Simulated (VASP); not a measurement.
# H6Os (P4/mmm) in VASP: single point with PBE

Aim: the single point of H6Os with PBE.

Everything below comes from runs of VASP 6.6.1. Logs are shortened: lines on timing, memory, paths and dates and some standing lists are left out, and cuts for length are marked.

### Step 1. The cell of the first run

The structure is tetragonal, space group P4/mmm (No. 123). The conventional cell has a = 3.812 Å, b = 3.812 Å, c = 2.571 Å, α = 90.00°, β = 90.00°, γ = 90.00°. H (site symmetry m2m) has 2 H at 1.34 Å and 1 Os at 1.75 Å within 1.8 Å. Within 2.7 Å of H (site symmetry mmm) lie 14 H at 1.90 to 2.70 Å and 4 Os at 2.30 Å. Os (site symmetry 4/mmm) has 12 H at 1.75 to 2.30 Å within 2.3 Å.

The cell was generated, and may not be a known phase.

### Step 2. Single point, PBE

INCAR

```
SYSTEM = H6Os
PREC = Accurate
ENCUT = 1230
EDIFF = 1E-6
ISMEAR = 0
SIGMA = 0.1
LREAL = .False.
LASPH = .True.
NELM = 120
ALGO = Normal
ISIF = 2
LWAVE = .False.
LCHARG = .False.
GGA = PE
NBANDS = 20
GGA_COMPAT = .False.
```

KPOINTS

```
Automatic mesh
0
Gamma
  10 10 14
  0 0 0
```

POSCAR

```
H6Os
1.0
    3.8120215219      0.0000000000      0.0000000000
    0.0000000000      3.8120215219      0.0000000000
    0.0000000000      0.0000000000      2.5710653614
H Os
6 1
Direct
    0.3238301700      0.3238301700      0.5000000000
    0.6761698300      0.6761698300      0.5000000000
    0.6761698300      0.3238301700      0.5000000000
    0.3238301700      0.6761698300      0.5000000000
    0.0000000000      0.5000000000      0.0000000000
    0.5000000000      0.0000000000      0.0000000000
    0.0000000000      0.0000000000      0.5000000000
```

Potentials or basis: VASP PAW PBE potentials, release 64 (H_h, Os_sv_GW).

Command:

```bash
$ cat potpaw_PBE.64/H_h/POTCAR potpaw_PBE.64/Os_sv_GW/POTCAR > POTCAR
$ mpirun -np 1 vasp_std > vasp.out
```

OUTCAR:

```text
SYSTEM = H6Os
   PREC = Accurate
   ENCUT = 1230
   EDIFF = 1E-6
   ISMEAR = 0
   LREAL = .False.
   LASPH = .True.
   NELM = 120
   ISIF = 2
   GGA = PE

 ion  position               nearest neighbor table
   1  0.324  0.324  0.500-   7 1.75
   2  0.676  0.676  0.500-   7 1.75
   3  0.676  0.324  0.500-   7 1.75
   4  0.324  0.676  0.500-   7 1.75
   5  0.000  0.500  0.000-
   6  0.500  0.000  0.000-
   7  0.000  0.000  0.500-   1 1.75   2 1.75   3 1.75   4 1.75

  LATTYP: Found a simple tetragonal cell.
 ALAT       =     3.8120215219
 C/A-ratio  =     0.6744624464

  Lattice vectors:

 A1 = (   3.8120215219,   0.0000000000,   0.0000000000)
 A2 = (   0.0000000000,   3.8120215219,   0.0000000000)
 A3 = (   0.0000000000,   0.0000000000,   2.5710653614)

Analysis of symmetry for initial positions (statically):
=====================================================================
 Subroutine PRICEL returns:
 Original cell was already a primitive cell.

 Routine SETGRP: Setting up the symmetry group for a
 simple tetragonal supercell.

 Subroutine GETGRP returns: Found 16 space group operations
 (whereof 16 operations were pure point group operations)
 out of a pool of 16 trial point group operations.

The static configuration has the point symmetry D_4h.

Analysis of symmetry for dynamics (positions and initial velocities):
=====================================================================
 Subroutine PRICEL returns:
 Original cell was already a primitive cell.

 Routine SETGRP: Setting up the symmetry group for a
 simple tetragonal supercell.

 Subroutine GETGRP returns: Found 16 space group operations
 (whereof 16 operations were pure point group operations)
 out of a pool of 16 trial point group operations.

The dynamic configuration has the point symmetry D_4h.

 Subroutine INISYM returns: Found 16 space group operations
 (whereof 16 operations are pure point group operations),
 and found     1 'primitive' translations

----------------------------------------------------------------------------------------

                                     Primitive cell

  volume of cell :      37.3615

  direct lattice vectors                    reciprocal lattice vectors
     3.812021522  0.000000000  0.000000000     0.262328005  0.000000000  0.000000000
     0.000000000  3.812021522  0.000000000     0.000000000  0.262328005  0.000000000
     0.000000000  0.000000000  2.571065361     0.000000000  0.000000000  0.388943827

  length of vectors
     3.812021522  3.812021522  2.571065361     0.262328005  0.262328005  0.388943827

  position of ions in fractional coordinates (direct lattice)
     0.323830170  0.323830170  0.500000000
     0.676169830  0.676169830  0.500000000
     0.676169830  0.323830170  0.500000000
     0.323830170  0.676169830  0.500000000
     0.000000000  0.500000000  0.000000000
     0.500000000  0.000000000  0.000000000
     0.000000000  0.000000000  0.500000000

  ion indices of the primitive-cell ions
   primitive index   ion index
                 1           1
                 2           2
                 3           3
                 4           4
                 5           5
                 6           6
                 7           7

----------------------------------------------------------------------------------------

 KPOINTS: Automatic mesh

Automatic generation of k-mesh.
 Grid dimensions read from file:
 generate k-points for:   10   10   14

 Generating k-lattice:

  Cartesian coordinates                     Fractional coordinates (reciprocal lattice)
     0.026232800  0.000000000  0.000000000     0.100000000  0.000000000  0.000000000
     0.000000000  0.026232800  0.000000000     0.000000000  0.100000000  0.000000000
     0.000000000  0.000000000  0.027781702     0.000000000  0.000000000  0.071428571

  Length of vectors
     0.026232800  0.026232800  0.027781702

  Shift w.r.t. Gamma in fractional coordinates (k-lattice)
     0.000000000  0.000000000  0.000000000

 Subroutine IBZKPT returns following result:
 ===========================================

 Found    168 irreducible k-points:

 Following reciprocal coordinates:
            Coordinates               Weight
  0.000000  0.000000  0.000000      1.000000
  0.100000  0.000000  0.000000      4.000000
  0.200000  0.000000  0.000000      4.000000
  0.300000  0.000000  0.000000      4.000000
  0.400000  0.000000  0.000000      4.000000
  0.500000  0.000000  0.000000      2.000000
[... 16 lines left out ...]
  0.100000  0.000000  0.071429      8.000000
  0.200000  0.000000  0.071429      8.000000
 [... further k-points ...]
   k-points           NKPTS =    168   k-points in BZ     NKDIM =    168   number of bands    NBANDS=     20
   number of dos      NEDOS =    301   number of ions     NIONS =      7
   total plane-waves  NPLWV =  69120
   dimension x,y,z NGX =    48 NGY =   48 NGZ =   30
   dimension x,y,z NGXF=    96 NGYF=   96 NGZF=   60
   ions per type =               6   1
   NGX,Y,Z   is equivalent  to a cutoff of  20.93, 20.93, 19.40 a.u.
   NGXF,Y,Z  is equivalent  to a cutoff of  41.87, 41.87, 38.80 a.u.
 SYSTEM =  H6Os
   PREC   = accura    normal or accurate (medium, high low for compatibility)
   ISTART =      0    job   : 0-new  1-cont  2-samecut
   ICHARG =      2    charge: 1-file 2-atom 10-const
   ISPIN  =      1    spin polarized calculation?
   LNONCOLLINEAR =      F non collinear calculations
   LSORBIT =      F    spin-orbit coupling
   LASPH  =      T    aspherical Exc in radial PAW
   ENCUT  = 1230.0 eV  90.40 Ry    9.51 a.u.  10.90 10.90  7.35*2*pi/ulx,y,z
   NELM   =    120;   NELMIN=  2; NELMDL= -5     # of ELM steps
   EDIFF  = 0.1E-05   stopping-criterion for ELM
   LREAL  =      F    real-space projection
   EDIFFG = 0.1E-04   stopping-criterion for IOM
   NSW    =      0    number of steps for IOM
   IBRION =     -1    ionic relax: 0-MD 1-quasi-New 2-CG
   NFREE  =      0    steps in history (QN), initial steepest desc. (CG)
   ISIF   =      2    stress and relaxation
   ISYM   =      2    0-nonsym 1-usesym 2-fastsym
   POTIM  = 0.5000    time-step for ionic-motion
   TEBEG  =    0.0;   TEEND  =   0.0 temperature during run
   PSTRESS=    0.0 pullay stress
   NELECT =      22.0000    total number of electrons
   NUPDOWN=      -1.0000    fix difference up-down
   EMIN   =  10.00;   EMAX   =-10.00  energy-range for DOS
   EFERMI =   0.00;   METHOD = LEGACY
   ISMEAR =     0;   SIGMA  =   0.10  broadening in eV -4-tet -1-fermi 0-gaus
   EFERMI_NEDOS =   21; number of points for ismear=-14 and -15
   IALGO  =     38    algorithm
   IMIX   =      4    mixing-type and parameters
     AMIX     =   0.40;   BMIX     =  1.00
     AMIX_MAG =   1.60;   BMIX_MAG =  1.00
  volume/ion in A,a.u.               =       5.34        36.02
  Fermi-wavevector in a.u.,A,eV,Ry     =   1.372170  2.593025 25.617721  1.882849
  Thomas-Fermi vector in A             =   2.497801
   LORBIT       =      0    0 simple, 1 ext, 2 COOP (PROOUT), +10 PAW based schemes
   GGA     = PE    functional components
   LHFCALC =     F    Hartree Fock is set to
   AEXX    =    0.0000 exact exchange contribution
   IVDW    =     0    specifies the selected vdW correction
   LEPSILON=     F    determine dielectric tensor
   LRPA    =     F    only Hartree local field effects (RPA)
 non-spin polarized calculation
 Gauss-broadening in eV      SIGMA  =   0.10
  energy-cutoff  :     1230.00
  volume of cell :       37.36
 maximum number of plane-waves:      3694
 NGX is ok and might be reduce to    48
   NGX = 21   NGY = 21   NGZ = 15

 number of electron      22.0000000 magnetization

 Free energy of the ion-electron system (eV)
  ---------------------------------------------------
  ext. energy  EPLUGINS =         0.00000000
  ---------------------------------------------------
  free energy    TOTEN  =       -26.69802379 eV

  energy without entropy =      -26.69178657  energy(sigma->0) =      -26.69490518

 E-fermi :   5.4615     XC(G=0): -11.5734

 val. band max:        5.4559862651   @ k =   0.2000   0.2000   0.5000
 cond. band min:       5.4725991971   @ k =   0.0000   0.0000   0.1429
 fundamental gap:      0.0166129320
 Fermi energy:         5.4615054398

 k-point     1 :       0.0000    0.0000    0.0000
  band No.  band energies     occupation
      1     -80.8596      2.00000
      2     -40.2077      2.00000
      3     -40.2077      2.00000
      4     -39.8577      2.00000
      5      -7.2986      2.00000
      6      -0.7433      2.00000
[... 12 lines left out ...]
     19      18.9598      0.00000
     20      23.3594      0.00000

 k-point     2 :       0.1000    0.0000    0.0000
  band No.  band energies     occupation
      1     -80.8595      2.00000
      2     -40.2091      2.00000
      3     -40.2075      2.00000
      4     -39.8577      2.00000
      5      -7.1804      2.00000
      6      -0.8846      2.00000
[... 12 lines left out ...]
     19      19.1258      0.00000
     20      22.0270      0.00000

 k-point     3 :       0.2000    0.0000    0.0000
  band No.  band energies     occupation
      1     -80.8595      2.00000
      2     -40.2129      2.00000
      3     -40.2071      2.00000
      4     -39.8576      2.00000
      5      -6.8304      2.00000
      6      -1.4493      2.00000
[... 12 lines left out ...]
     19      19.6051      0.00000
     20      20.4263      0.00000

 k-point     4 :       0.3000    0.0000    0.0000
  band No.  band energies     occupation
      1     -80.8594      2.00000
      2     -40.2175      2.00000
      3     -40.2067      2.00000
      4     -39.8574      2.00000
      5      -6.2626      2.00000
      6      -2.3891      2.00000
[... 12 lines left out ...]
     19      19.2028      0.00000
     20      20.3448      0.00000

 k-point     5 :       0.4000    0.0000    0.0000
  band No.  band energies     occupation
      1     -80.8594      2.00000
      2     -40.2212      2.00000
      3     -40.2063      2.00000
      4     -39.8573      2.00000
      5      -5.5045      2.00000
      6      -3.4609      2.00000
[... 12 lines left out ...]
     19      19.5354      0.00000
     20      21.2427      0.00000

 k-point     6 :       0.5000    0.0000    0.0000
  band No.  band energies     occupation
      1     -80.8594      2.00000
      2     -40.2227      2.00000
      3     -40.2062      2.00000
      4     -39.8572      2.00000
      5      -4.7693      2.00000
      6      -4.3136      2.00000
[... 12 lines left out ...]
     19      19.6408      0.00000
     20      21.8589      0.00000

 k-point     7 :       0.1000    0.1000    0.0000
  band No.  band energies     occupation
      1     -80.8595      2.00000
      2     -40.2090      2.00000
      3     -40.2089      2.00000
      4     -39.8576      2.00000
      5      -7.0638      2.00000
      6      -0.9397      2.00000
[... 12 lines left out ...]
     19      19.2920      0.00000
     20      22.0302      0.00000
[... 277 lines left out ...]
 k-point    20 :       0.5000    0.4000    0.0000
  band No.  band energies     occupation
      1     -80.8592      2.00000
      2     -40.2210      2.00000
      3     -40.2195      2.00000
      4     -39.8568      2.00000
      5      -4.5278      2.00000
      6      -2.3922      2.00000
[... 12 lines left out ...]
     19      22.0768      0.00000
     20      22.1686      0.00000

 k-point    21 :       0.5000    0.5000    0.0000
  band No.  band energies     occupation
      1     -80.8592      2.00000
      2     -40.2208      2.00000
      3     -40.2208      2.00000
      4     -39.8567      2.00000
      5      -4.4959      2.00000
      6      -1.9244      2.00000
[... 12 lines left out ...]
     19      21.2209      0.00000
     20      22.2990      0.00000

 k-point    22 :       0.0000    0.0000    0.0714
  band No.  band energies     occupation
      1     -80.8564      2.00000
      2     -40.2028      2.00000
      3     -40.2028      2.00000
      4     -39.9051      2.00000
      5      -7.1903      2.00000
      6      -0.6462      2.00000
[... 12 lines left out ...]
     19      18.8959      0.00000
     20      23.4556      0.00000

 k-point    23 :       0.1000    0.0000    0.0714
  band No.  band energies     occupation
      1     -80.8564      2.00000
      2     -40.2043      2.00000
      3     -40.2027      2.00000
      4     -39.9050      2.00000
      5      -7.0726      2.00000
      6      -0.7878      2.00000
[... 12 lines left out ...]
     19      19.1583      0.00000
     20      22.0223      0.00000

 k-point    24 :       0.2000    0.0000    0.0714
  band No.  band energies     occupation
      1     -80.8563      2.00000
      2     -40.2080      2.00000
      3     -40.2023      2.00000
      4     -39.9049      2.00000
      5      -6.7241      2.00000
      6      -1.3495      2.00000
[... 12 lines left out ...]
     19      19.5785      0.00000
     20      20.9634      0.00000

 [... further k-points ...]

------------------------ aborting loop because EDIFF is reached ----------------------------------------

  FORCE on cell =-STRESS in cart. coord.  units (eV):
  Direction    XX          YY          ZZ          XY          YZ          ZX
  --------------------------------------------------------------------------------------
  -------------------------------------------------------------------------------------
  Total        0.0116596      0.0116596      0.0282248      0.0000000     -0.0000000      0.0000000
  in kB        0.5000014      0.5000014      1.2103676      0.0000000     -0.0000000      0.0000000
  external PRESSURE =       0.7367901 kB  Pullay stress =       0.0000000 kB

 VOLUME and BASIS-vectors are now :
 -----------------------------------------------------------------------------
  energy-cutoff  :     1230.00
  volume of cell :       37.36
      direct lattice vectors                 reciprocal lattice vectors
     3.812021522  0.000000000  0.000000000     0.262328005  0.000000000  0.000000000
     0.000000000  3.812021522  0.000000000     0.000000000  0.262328005  0.000000000
     0.000000000  0.000000000  2.571065361     0.000000000  0.000000000  0.388943827

 POSITION                                       TOTAL-FORCE (eV/Angst)
 -----------------------------------------------------------------------------------
      1.23445      1.23445      1.28553         0.000772      0.000772     -0.000000
      2.57757      2.57757      1.28553        -0.000772     -0.000772     -0.000000
      2.57757      1.23445      1.28553        -0.000772      0.000772     -0.000000
      1.23445      2.57757      1.28553         0.000772     -0.000772      0.000000
      0.00000      1.90601      0.00000         0.000000     -0.000000     -0.000000
      1.90601      0.00000      0.00000         0.000000     -0.000000     -0.000000
      0.00000      0.00000      1.28553         0.000000     -0.000000     -0.000000
 -----------------------------------------------------------------------------------
    total drift:                                0.000000     -0.000000     -0.000000

  FREE ENERGIE OF THE ION-ELECTRON SYSTEM (eV)
  ---------------------------------------------------
  free  energy   TOTEN  =       -26.6980237856 eV

  energy  without entropy=      -26.6917865718  energy(sigma->0) =      -26.69490518
```

It took 5 min on 1 thread of Intel Xeon Platinum 8259CL at 2.50GHz (Skylake/Cascade Lake), shared host; peak memory 0.59 GiB.

Results:

| Property | Result |
| --- | --- |
| Free energy | -26.6980 eV |
| Pressure | 0.1 GPa |
| Band gap on the k mesh | zero (bands 11 and 12 overlap by 1.74 eV) |

Caveat: spin-orbit coupling is left out, which moves the levels of the heavy elements.
